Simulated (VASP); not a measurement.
# Pb (P6/mmm) in VASP: notebook

The runs below take Pb through single point, with PBE.

All numbers are computed with VASP 6.6.1; they aren't measurements. Logs are shortened: lines on timing, memory, paths and dates and some standing lists are left out, and cuts for length are marked.

## (1) The cell of the first run

The structure is hexagonal, space group P6/mmm (No. 191). The conventional cell has a = 2.735 Å, b = 2.735 Å, c = 2.574 Å, α = 90.00°, β = 90.00°, γ = 120.00°. Within 3.4 Å of Pb (site symmetry 6/mmm) lie 8 Pb at 2.57 to 2.74 Å.

## (2) Single point, PBE

INCAR

```
SYSTEM = Pb
ALGO = Normal
EDIFF = 1E-6
ENCUT = 520
GGA = PE
ISIF = 2
ISMEAR = -1
LASPH = .True.
LCHARG = .False.
LREAL = .False.
LWAVE = .False.
NBANDS = 13
NELM = 60
PREC = Accurate
SIGMA = 0.08
```

KPOINTS

```
k-points
0
Gamma
  16 16 15
  0 0 0
```

POSCAR

```
Pb
1.0
    2.7353655123      0.0000000000      0.0000000000
   -1.3676827562      2.3688960223      0.0000000000
    0.0000000000      0.0000000000      2.5735589737
Pb
1
Direct
    0.0000000000      0.0000000000      0.0000000000
```

Potentials or basis: VASP PAW PBE potentials, release 64 (Pb_d).

Launch:

```sh
$ cat potpaw_PBE.64/Pb_d/POTCAR > POTCAR
$ mpirun -np 1 vasp_std > vasp.out
```

OUTCAR:

```text
SYSTEM = Pb
   EDIFF = 1E-6
   ENCUT = 520
   GGA = PE
   ISIF = 2
   ISMEAR = -1
   LASPH = .True.
   LREAL = .False.
   NELM = 60
   PREC = Accurate

 ion  position               nearest neighbor table
   1  0.000  0.000  0.000-

  LATTYP: Found a hexagonal cell.
 ALAT       =     2.7353655123
 C/A-ratio  =     0.9408464654

  Lattice vectors:

 A1 = (   2.7353655123,   0.0000000000,   0.0000000000)
 A2 = (  -1.3676827562,   2.3688960223,   0.0000000000)
 A3 = (   0.0000000000,   0.0000000000,   2.5735589737)

Analysis of symmetry for initial positions (statically):
=====================================================================
 Subroutine PRICEL returns:
 Original cell was already a primitive cell.

 Routine SETGRP: Setting up the symmetry group for a
 hexagonal supercell.

 Subroutine GETGRP returns: Found 24 space group operations
 (whereof 24 operations were pure point group operations)
 out of a pool of 24 trial point group operations.

The static configuration has the point symmetry D_6h.

Analysis of symmetry for dynamics (positions and initial velocities):
=====================================================================
 Subroutine PRICEL returns:
 Original cell was already a primitive cell.

 Routine SETGRP: Setting up the symmetry group for a
 hexagonal supercell.

 Subroutine GETGRP returns: Found 24 space group operations
 (whereof 24 operations were pure point group operations)
 out of a pool of 24 trial point group operations.

The dynamic configuration has the point symmetry D_6h.

 Subroutine INISYM returns: Found 24 space group operations
 (whereof 24 operations are pure point group operations),
 and found     1 'primitive' translations

----------------------------------------------------------------------------------------

                                     Primitive cell

  volume of cell :      16.6761

  direct lattice vectors                    reciprocal lattice vectors
     2.735365512  0.000000000  0.000000000     0.365581856  0.211068783  0.000000000
    -1.367682756  2.368896022  0.000000000     0.000000000  0.422137566  0.000000000
     0.000000000  0.000000000  2.573558974     0.000000000  0.000000000  0.388566965

  length of vectors
     2.735365512  2.735365512  2.573558974     0.422137566  0.422137566  0.388566965

  position of ions in fractional coordinates (direct lattice)
     0.000000000  0.000000000  0.000000000

  ion indices of the primitive-cell ions
   primitive index   ion index
                 1           1

----------------------------------------------------------------------------------------

 KPOINTS: k-points

Automatic generation of k-mesh.
 Grid dimensions read from file:
 generate k-points for:   16   16   15

 Generating k-lattice:

  Cartesian coordinates                     Fractional coordinates (reciprocal lattice)
     0.022848866  0.013191799  0.000000000     0.062500000  0.000000000  0.000000000
     0.000000000  0.026383598  0.000000000     0.000000000  0.062500000  0.000000000
     0.000000000  0.000000000  0.025904464     0.000000000  0.000000000  0.066666667

  Length of vectors
     0.026383598  0.026383598  0.025904464

  Shift w.r.t. Gamma in fractional coordinates (k-lattice)
     0.000000000  0.000000000  0.000000000

 Subroutine IBZKPT returns following result:
 ===========================================

 Found    240 irreducible k-points:

 Following reciprocal coordinates:
            Coordinates               Weight
  0.000000  0.000000  0.000000      1.000000
  0.062500  0.000000  0.000000      6.000000
  0.125000  0.000000  0.000000      6.000000
  0.187500 -0.000000  0.000000      6.000000
  0.250000  0.000000  0.000000      6.000000
  0.312500  0.000000  0.000000      6.000000
[... 16 lines left out ...]
  0.187500  0.187500  0.000000      6.000000
  0.250000  0.187500  0.000000     12.000000
 [... further k-points ...]
   k-points           NKPTS =    240   k-points in BZ     NKDIM =    240   number of bands    NBANDS=     13
   number of dos      NEDOS =    301   number of ions     NIONS =      1
   total plane-waves  NPLWV =   8000
   dimension x,y,z NGX =    20 NGY =   20 NGZ =   20
   dimension x,y,z NGXF=    40 NGYF=   40 NGZF=   40
   ions per type =               1
   NGX,Y,Z   is equivalent  to a cutoff of  12.16, 12.16, 12.92 a.u.
   NGXF,Y,Z  is equivalent  to a cutoff of  24.31, 24.31, 25.84 a.u.
 SYSTEM =  Pb
   PREC   = accura    normal or accurate (medium, high low for compatibility)
   ISTART =      0    job   : 0-new  1-cont  2-samecut
   ICHARG =      2    charge: 1-file 2-atom 10-const
   ISPIN  =      1    spin polarized calculation?
   LNONCOLLINEAR =      F non collinear calculations
   LSORBIT =      F    spin-orbit coupling
   LASPH  =      T    aspherical Exc in radial PAW
   ENCUT  =  520.0 eV  38.22 Ry    6.18 a.u.   5.09  5.09  4.79*2*pi/ulx,y,z
   NELM   =     60;   NELMIN=  2; NELMDL= -5     # of ELM steps
   EDIFF  = 0.1E-05   stopping-criterion for ELM
   LREAL  =      F    real-space projection
   EDIFFG = 0.1E-04   stopping-criterion for IOM
   NSW    =      0    number of steps for IOM
   IBRION =     -1    ionic relax: 0-MD 1-quasi-New 2-CG
   NFREE  =      0    steps in history (QN), initial steepest desc. (CG)
   ISIF   =      2    stress and relaxation
   ISYM   =      2    0-nonsym 1-usesym 2-fastsym
   POTIM  = 0.5000    time-step for ionic-motion
   TEBEG  =    0.0;   TEEND  =   0.0 temperature during run
   PSTRESS=    0.0 pullay stress
   NELECT =      14.0000    total number of electrons
   NUPDOWN=      -1.0000    fix difference up-down
   EMIN   =  10.00;   EMAX   =-10.00  energy-range for DOS
   EFERMI =   0.00;   METHOD = LEGACY
   ISMEAR =    -1;   SIGMA  =   0.08  broadening in eV -4-tet -1-fermi 0-gaus
   EFERMI_NEDOS =   21; number of points for ismear=-14 and -15
   IALGO  =     38    algorithm
   IMIX   =      4    mixing-type and parameters
     AMIX     =   0.40;   BMIX     =  1.00
     AMIX_MAG =   1.60;   BMIX_MAG =  1.00
  volume/ion in A,a.u.               =      16.68       112.54
  Fermi-wavevector in a.u.,A,eV,Ry     =   1.544374  2.918443 32.451114  2.385090
  Thomas-Fermi vector in A             =   2.649904
   LORBIT       =      0    0 simple, 1 ext, 2 COOP (PROOUT), +10 PAW based schemes
   GGA     = PE    functional components
[... 5 lines left out ...]
 non-spin polarized calculation
  energy-cutoff  :      520.00
  volume of cell :       16.68
 maximum number of plane-waves:       460
   NGX = 11   NGY = 11   NGZ =  9

 number of electron      14.0000000 magnetization

 Free energy of the ion-electron system (eV)
  ---------------------------------------------------
  ext. energy  EPLUGINS =         0.00000000
  ---------------------------------------------------
  free energy    TOTEN  =         0.19602613 eV

  energy without entropy =        0.20142568  energy(sigma->0) =        0.19872591

 E-fermi :  17.0569     XC(G=0): -13.3712

 val. band max:       17.0428084411   @ k =   0.2500   0.0000   0.2667
 cond. band min:      17.0999272575   @ k =   0.4375   0.1250   0.4000
 fundamental gap:      0.0571188164
 Fermi energy:        17.0569342077

 k-point     1 :       0.0000    0.0000    0.0000
  band No.  band energies     occupation
      1      -3.8062      2.00000
      2      -2.3220      2.00000
      3      -2.3220      2.00000
      4      -1.3271      2.00000
      5      -0.7426      2.00000
      6      -0.7426      2.00000
      7      23.3647      0.00000
      8      25.7373      0.00000
      9      27.4968      0.00000
     10      27.4968      0.00000
     11      29.9609      0.00000
     12      33.9220      0.00000
     13      33.9220      0.00000

 k-point     2 :       0.0625    0.0000    0.0000
  band No.  band energies     occupation
      1      -3.7773      2.00000
      2      -2.3484      2.00000
      3      -2.2642      2.00000
      4      -1.1979      2.00000
      5      -0.7762      2.00000
      6      -0.7497      2.00000
      7      23.5463      0.00000
      8      25.5527      0.00000
      9      26.5504      0.00000
     10      27.0559      0.00000
     11      30.0574      0.00000
     12      34.3610      0.00000
     13      34.4549      0.00000

 k-point     3 :       0.1250    0.0000    0.0000
  band No.  band energies     occupation
      1      -3.7025      2.00000
      2      -2.4334      2.00000
      3      -2.0971      2.00000
      4      -0.8705      2.00000
      5      -0.7890      2.00000
      6      -0.7701      2.00000
      7      23.5988      0.00000
      8      24.0798      0.00000
      9      26.0103      0.00000
     10      26.2900      0.00000
     11      30.0019      0.00000
     12      35.1727      0.00000
     13      35.3544      0.00000
[... 305 lines left out ...]
 k-point    23 :       0.1875    0.1875    0.0000
  band No.  band energies     occupation
      1      -3.3645      2.00000
      2      -2.6230      2.00000
      3      -1.5741      2.00000
      4      -1.2964      2.00000
      5      -0.9426      2.00000
      6       2.6688      2.00000
      7      16.3200      1.99980
      8      18.7285      0.00000
      9      27.7310      0.00000
     10      28.9350      0.00000
     11      31.1376      0.00000
     12      34.6917      0.00000
     13      37.2180      0.00000

 k-point    24 :       0.2500    0.1875    0.0000
  band No.  band energies     occupation
      1      -3.2910      2.00000
      2      -2.6296      2.00000
      3      -1.4441      2.00000
      4      -1.3792      2.00000
      5      -1.0069      2.00000
      6       4.1080      2.00000
      7      14.2310      2.00000
      8      17.4313      0.01839
      9      28.8331      0.00000
     10      29.1011      0.00000
     11      32.0189      0.00000
     12      34.6542      0.00000
     13      36.6390      0.00000

 [... further k-points ...]
[... 5 lines left out ...]
  --------------------------------------------------------------------------------------
  -------------------------------------------------------------------------------------
  Total       14.5563095     14.5563095     14.5536134     -0.0000000      0.0000000      0.0000000
  in kB     1398.5125684   1398.5125684   1398.2535335     -0.0000000      0.0000000      0.0000000
  external PRESSURE =    1398.4262235 kB  Pullay stress =       0.0000000 kB

 VOLUME and BASIS-vectors are now :
 -----------------------------------------------------------------------------
  energy-cutoff  :      520.00
  volume of cell :       16.68
      direct lattice vectors                 reciprocal lattice vectors
     2.735365512  0.000000000  0.000000000     0.365581856  0.211068783  0.000000000
    -1.367682756  2.368896022  0.000000000     0.000000000  0.422137566  0.000000000
     0.000000000  0.000000000  2.573558974     0.000000000  0.000000000  0.388566965

 POSITION                                       TOTAL-FORCE (eV/Angst)
 -----------------------------------------------------------------------------------
      0.00000      0.00000      0.00000         0.000000      0.000000      0.000000
 -----------------------------------------------------------------------------------
    total drift:                               -0.000000      0.000000      0.000000

  FREE ENERGIE OF THE ION-ELECTRON SYSTEM (eV)
  ---------------------------------------------------
  free  energy   TOTEN  =         0.1960261346 eV

  energy  without entropy=        0.2014256848  energy(sigma->0) =        0.19872591
```

Run time: 16 s. Hardware: 1 thread of Intel Xeon 6975P-C (Granite Rapids), shared host; peak memory 0.16 GiB.

Results:

```yaml
Free_energy: 0.1960 eV
Pressure: 139.8 GPa
Band_gap_on_the_k_mesh: zero (band 7 reaches 23.90 eV, above the bottom of band 8 at 12.84 eV)
```

Caveat: spin-orbit coupling is left out, which moves the levels of the heavy elements.

[end of part 1 of 2]
